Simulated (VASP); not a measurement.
A run of VASP 6.6.1 is set up as follows.

The input INCAR:

```
ALGO = Fast
EDIFF = 1E-7
ENCUT = 520
GGA = PS
ISIF = 2
ISMEAR = 0
LASPH = True
LCHARG = True
LELF = True
LREAL = False
LVHAR = True
LWAVE = False
NBANDS = 11
NELM = 80
PREC = Accurate
SIGMA = 0.15
```

File KPOINTS:

```
k-points
0
Gamma
  14 14 14
```

Contents of POSCAR:

```
Ba
1.0
   -2.4375000000      2.4375000000      2.3750000000
    2.4375000000     -2.4375000000      2.3750000000
    2.4375000000      2.4375000000     -2.3750000000
Ba
1
Direct
    0.0000000000      0.0000000000      0.0000000000
```

Potentials or basis: VASP PAW PBE potentials, release 64 (Ba_sv).

Command:

```console
$ cat potpaw_PBE.64/Ba_sv/POTCAR > POTCAR
$ mpirun -np 1 vasp_std > vasp.out
```

Problem. Predict the band gap on the k mesh.

Solution. Zero (bands 5 and 6 overlap by 1.21 eV).

Problem. Predict the pressure.

Solution. 0.4 GPa.

Stress tensor (GPa, compression positive):
```
0.32 0.00 0.00
0.00 0.32 0.00
0.00 0.00 0.48
```

Caveat: the cell differs from its parent crystal (strain -0.025 along x and y, -0.050 along z); the PAW data sets were made with another functional, which shifts forces and pressure a little; spin-orbit coupling is left out, which moves the levels of the heavy elements.
